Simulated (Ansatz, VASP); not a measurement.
**Si3SnO8: VASP beside Ansatz**

```xyz
12
Lattice="3.1049 -3.0102 0.0000 3.1049 3.0102 0.0000 0.0000 0.0000 5.6472" Properties=species:S:1:pos:R:3 pbc="T T T"
Sn    3.1049    0.0000    0.0000
Si    0.0000    0.0000    4.1717
Si    3.1049    0.0000    2.8236
Si    0.0000    0.0000    1.4755
O     1.0870    0.0000    0.0000
O     5.1228    0.0000    0.0000
O     3.1049   -1.2297    4.0814
O     3.1049    1.2297    4.0814
O     1.2062    0.0000    2.8236
O     5.0036    0.0000    2.8236
O     3.1049   -1.2297    1.5658
O     3.1049    1.2297    1.5658
```

Alike in both runs: task single point; functional PBE; k mesh 6 × 6 × 4; occupations fermi-dirac, width 0.02 eV; no spin polarisation.

```csv
,VASP,Ansatz
version,VASP 6.6.1,Ansatz 0.2.0
potentials or method,"VASP PAW PBE potentials, release 64 (Sn_d, Si, O)","plane waves, PAW"
plane-wave cutoff (eV),520,420
valence electrons in the cell,74,74
```

|  | VASP | Ansatz | Ansatz less VASP |
| --- | --- | --- | --- |
| gap on the k mesh at the Fermi level (eV) | 3.54 | 3.55 | +0.011 |
| pressure (GPa) | 9.4 | 9.1 | -0.39 |
| rms of the force components (eV/Å) | 0.073 | 0.054 | -0.0186 |

With one functional, cell and mesh, what is left measures potentials, basis and numerics.
